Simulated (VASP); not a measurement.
Si3Ge, 4 atoms in the cell. It takes space group Fm-3m (No. 225, cubic). Conventional cell: a = 6.492 Å, b = 6.492 Å, c = 6.492 Å, α = 90.00°, β = 90.00°, γ = 90.00°. Si (site symmetry -43m) has 10 Si at 2.81 to 3.25 Å and 4 Ge at 2.81 Å within 3.7 Å. Si (site symmetry m-3m) has 8 Si at 2.81 Å and 6 Ge at 3.25 Å within 3.7 Å. Ge (site symmetry m-3m) has 14 Si at 2.81 to 3.25 Å within 3.7 Å. 

| Item | Value |
| --- | --- |
| Program | VASP 6.6.1 |
| Task | relaxation of cell and atoms |
| Functional | PBE |
| Potentials or basis | VASP PAW PBE potentials, release 64 (Si, Ge_d) |
| Cutoff | 600 eV |
| k mesh | 4 × 4 × 4 |
| Occupations | gaussian, width 0.1 eV |
| Spin | no spin polarisation |
| Dipole correction | no |
| Further INCAR settings | ALGO = Normal; EDIFF = 1e-07; IBRION = 2; EDIFFG = -0.04; NSW = 90; ISIF = 3 |

Potentials or basis: VASP PAW PBE potentials, release 64 (Si, Ge_d).

Launch:

```sh
$ cat potpaw_PBE.64/Si/POTCAR potpaw_PBE.64/Ge_d/POTCAR > POTCAR
$ mpirun -np 1 vasp_std > vasp.out
```

Hardware: 1 thread of Intel(R) Xeon(R) 6975P-C (Granite Rapids), on a shared host.

**Question.** How long does it take, and how much memory?

**Answer.** Wall time 18 s on 1 thread of Intel(R) Xeon(R) 6975P-C (Granite Rapids), with other jobs on the host, peak memory 0.24 GiB. Counts: scf iterations 31, k points 8, ion steps 3.
